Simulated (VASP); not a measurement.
Ta, 1 atom in the cell. Symmetry: Im-3m, No. 229, cubic system. Conventional cell: a = 3.303 Å, b = 3.303 Å, c = 3.303 Å, α = 90.00°, β = 90.00°, γ = 90.00°. Within 3.8 Å of Ta (site symmetry m-3m) lie 14 Ta at 2.86 to 3.30 Å. 

| Quantity | Value |
| --- | --- |
| Program | VASP 6.6.1 |
| Task | single point |
| Functional | r2SCANh |
| Potentials or basis | VASP PAW PBE potentials, release 64 (Ta_pv) |
| Cutoff | 520 eV |
| k mesh | 6 × 6 × 6 |
| Occupations | fermi-dirac, width 0.05 eV |
| Spin | no spin polarisation |
| Dipole correction | no |
| Grid for exact exchange (PRECFOCK) | Normal |
| Further INCAR settings | ALGO = Normal; EDIFF = 1e-06; NBANDS = 12 |

Potentials or basis: VASP PAW PBE potentials, release 64 (Ta_pv).

Command:

```bash
$ cat potpaw_PBE.64/Ta_pv/POTCAR > POTCAR
$ cp INCAR.step1 INCAR
$ mpirun -np 1 vasp_std > vasp.out
$ cp INCAR.step2 INCAR
$ mpirun -np 1 vasp_std > vasp.out
```

Hardware: 1 thread of AMD EPYC 7R13, on a shared host.

**Question.** Estimate the wall time of this run.

**Answer.** Wall time 6.5 min on 1 thread of AMD EPYC 7R13, on a shared host, peak memory 0.16 GiB. Counts: k points 16.
